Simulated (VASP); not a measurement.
## MgAl15HN16 (a cell with a defect): single point with PBE

MgAl15HN16 (a cell with a defect):

```
CELL_PARAMETERS angstrom
6.25951 0.00000 0.00000
-3.12976 5.42090 0.00000
0.00000 0.00000 10.03481
ATOMIC_POSITIONS crystal
Al 0.33152 0.17029 0.23677
Al 0.33619 0.16550 0.75261
Al 0.16330 0.33709 0.99953
Al 0.33375 0.66924 0.24844
Al 0.15308 0.81651 0.50621
Al 0.33657 0.67289 0.75214
Al 0.16204 0.83243 0.99889
Al 0.82947 0.16682 0.24953
Al 0.68587 0.34826 0.50609
Al 0.82914 0.16555 0.75197
Al 0.66731 0.33861 0.99955
Al 0.83193 0.66849 0.24915
Al 0.66623 0.83687 0.50185
Al 0.83146 0.67016 0.75343
Al 0.66527 0.83538 0.00107
Mg 0.17085 0.32635 0.49297
N 0.35165 0.15018 0.43144
N 0.16453 0.33491 0.19064
N 0.32940 0.17024 0.94256
N 0.16901 0.33434 0.70364
N 0.34075 0.68618 0.43813
N 0.16624 0.83329 0.18829
N 0.33102 0.67088 0.94134
N 0.16592 0.83321 0.69264
N 0.81388 0.15963 0.43776
N 0.66789 0.33560 0.18819
N 0.82964 0.17012 0.94142
N 0.66884 0.33613 0.69262
N 0.83113 0.67067 0.44017
N 0.66722 0.83320 0.18952
N 0.82986 0.67070 0.94082
N 0.66761 0.83440 0.69154
H 0.44736 0.05833 0.40490
```

```json
{
 "Program": "VASP 6.6.1",
 "Task": "single point",
 "Functional": "PBE",
 "Potentials or basis": "VASP PAW PBE potentials, release 64 (Al, Mg, N, H)",
 "Cutoff": "520 eV",
 "k mesh": "1 × 1 × 1, shifted",
 "Occupations": "gaussian, width 0.01 eV",
 "Spin": "collinear spin",
 "Fixed moment": "1 μB"
}
```

| Property | Result |
| --- | --- |
| Largest force | 0.303 eV/Å |
| Net moment | 1.00 μB per cell |
| Site moments | Al +0.00, -0.00 (each value once); Mg +0.01; N +0.01, +0.06, +0.25, +0.10, +0.02, +0.04, +0.08 (each value once); H -0.00 μB |
| Valence electrons inside the program's atomic spheres | Al 0.81, 0.80, 0.79 (each value once); Mg 0.44; N 3.90, 3.84, 3.82, 3.77, 3.81, 3.83, 3.85 (each value once); H 0.70 |

Forces in eV/Å, atoms in the order of the input:
```
Al   0.100 -0.154 -0.024
Al   0.094 -0.029  0.053
Al  -0.111  0.038 -0.033
Al   0.000 -0.008  0.033
Al  -0.043  0.155 -0.001
Al   0.087 -0.107 -0.014
Al  -0.132  0.126  0.102
Al   0.159 -0.042 -0.179
Al  -0.276  0.084  0.092
Al   0.149 -0.009  0.048
Al  -0.116  0.041 -0.041
Al   0.230 -0.026 -0.034
Al  -0.075 -0.171  0.102
Al   0.136 -0.076  0.032
Al  -0.086  0.088 -0.056
Mg   0.026  0.139  0.091
N    0.114 -0.065  0.081
N   -0.224  0.120  0.031
N    0.228 -0.082 -0.006
N   -0.202  0.047 -0.062
N    0.164 -0.115 -0.089
N   -0.208  0.057  0.007
N    0.196 -0.115  0.012
N   -0.166  0.101 -0.007
N    0.159 -0.014 -0.057
N   -0.168  0.089  0.059
N    0.188 -0.125 -0.005
N   -0.163  0.061 -0.038
N    0.069 -0.058 -0.006
N   -0.195  0.133  0.037
N    0.156 -0.103 -0.017
N   -0.168  0.127 -0.078
H    0.075 -0.106 -0.034
```

It took 7.6 min on 1 thread of Intel(R) Xeon(R) 6975P-C (Granite Rapids) (shared host), peak memory 0.72 GiB.

Caveat: the k points lie up to 0.58 Å⁻¹ apart; the cell carries a net charge on a neutralising background, which shifts energy and pressure; the total moment is fixed, so each spin has its own Fermi level and the state may be an excited one.
